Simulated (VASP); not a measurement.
W, 2 atoms in the cell. It takes space group P6_3/mmc (No. 194, hexagonal). Conventional cell: a = 2.716 Å, b = 2.716 Å, c = 4.826 Å, α = 90.00°, β = 90.00°, γ = 120.00°. Within 3.6 Å of W (site symmetry -6m2) lie 12 W at 2.72 to 2.88 Å. This isn't the form of W at room conditions, which is bcc.

* Program: VASP 6.6.1
* Task: single point
* Functional: PBEsol
* Potentials or basis: VASP PAW PBE potentials, release 64 (W_sv)
* Cutoff: 520 eV
* k mesh: 15 × 15 × 7
* Occupations: fermi-dirac, width 0.1 eV
* Spin: no spin polarisation
* Dipole correction: no
* Further INCAR settings: ALGO = Normal; EDIFF = 1e-06; NBANDS = 21

Potentials or basis: VASP PAW PBE potentials, release 64 (W_sv).

Command:

```bash
$ cat potpaw_PBE.64/W_sv/POTCAR > POTCAR
$ mpirun -np 1 vasp_std > vasp.out
```

Hardware: 1 thread of Intel Xeon 8259CL, on a shared host.

Problem. How long does it take, and how much memory?

Solution. Run time: 44 s on 1 thread of Intel Xeon 8259CL, on a shared host, peak memory 0.18 GiB. Counts: scf iterations 11, k points 108.
